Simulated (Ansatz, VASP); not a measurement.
**Ni3O4 in VASP and in Ansatz**

```
Ni O
1.0
     3.01196   -4.04154    0.00000
     3.01196    4.04154    0.00000
     0.00000    0.00000    2.93268
Ni O
3 4
Cartesian
  1.5060 -2.0208 1.4663
  1.5060 2.0208 1.4663
  0.0000 0.0000 0.0000
  4.7462 0.0000 1.4663
  1.2777 0.0000 1.4663
  3.0120 2.1245 0.0000
  3.0120 -2.1245 0.0000
```

Change from the starting cell: strain +0.030 along x and y, +0.030 along z, atoms carried along.

Alike in both runs: task single point; functional PBEsol; k mesh 8 × 8 × 14; occupations gaussian, width 0.15 eV; no spin polarisation.

|  | VASP | Ansatz |
| --- | --- | --- |
| version | VASP 6.6.1 | Ansatz 0.2.0 |
| potentials or method | VASP PAW PBE potentials, release 64 (Ni, O), cutoff 520 eV | scalar-relativistic, plane waves, PAW |
| valence electrons in the cell | 54 | 78 |

|  | VASP | Ansatz | Ansatz less VASP |
| --- | --- | --- | --- |
| gap on the k mesh at the Fermi level (eV) | none | none | - |
| pressure (GPa) | -16.2 | -16.3 | -0.11 |
| traceless stress, the component that is largest in VASP (GPa) | 1.23 | 1.33 | +0.100 |
| rms of the force components (eV/Å) | 0.301 | 0.317 | +0.0162 |

VASP's potentials were made for PBE, not for PBEsol. Atom by atom the forces differ by 0.016 eV/Å (rms over components). A gap of «none» marks a metal or a gap that the smearing closes. The functional is the same, so the differences come from potentials, cutoffs and numerics. VASP's potentials hold 54 valence electrons a cell and Ansatz's 78, so a difference there can come from the potentials and not from the codes.
